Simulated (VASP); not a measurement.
The system is Ni.

```
Ni
1.0
     2.44802    0.00000    0.00000
    -1.22401    2.12005    0.00000
     0.00000    0.00000    4.07281
Ni
2
Cartesian
  0.0000 1.4134 1.0182
  1.2240 0.7067 3.0546
```

This isn't the form of Ni at room conditions, which is fcc.

Base run:

| Item | Value |
| --- | --- |
| Program | VASP 6.6.1 |
| Functional | PBEsol |
| Potentials or basis | VASP PAW PBE potentials, release 64 (Ni) |
| Cutoff | 520 eV |
| k mesh | 15 × 15 × 8 |
| Occupations | fermi-dirac, width 0.15 eV |
| Spin | collinear spin, ferromagnetic start |
| Starting moments | [2.0, 2.0] μB |

Its results: pressure -2.5 GPa; net moment 1.16 μB per cell; site moments Ni +0.58 μB.

The run is repeated on the same cell with these changes: functional from PBEsol to r2SCAN; further incar settings from ALGO = Normal; EDIFF = 1e-07; NBANDS = 21 to ALGO = Normal; EDIFF = 1e-06; NBANDS = 21. What comes out?

Pressure 0.1 GPa; net moment 1.36 μB per cell; site moments Ni +0.70 μB.

Caveats: the PAW data sets were made with another functional, which shifts forces and pressure a little.
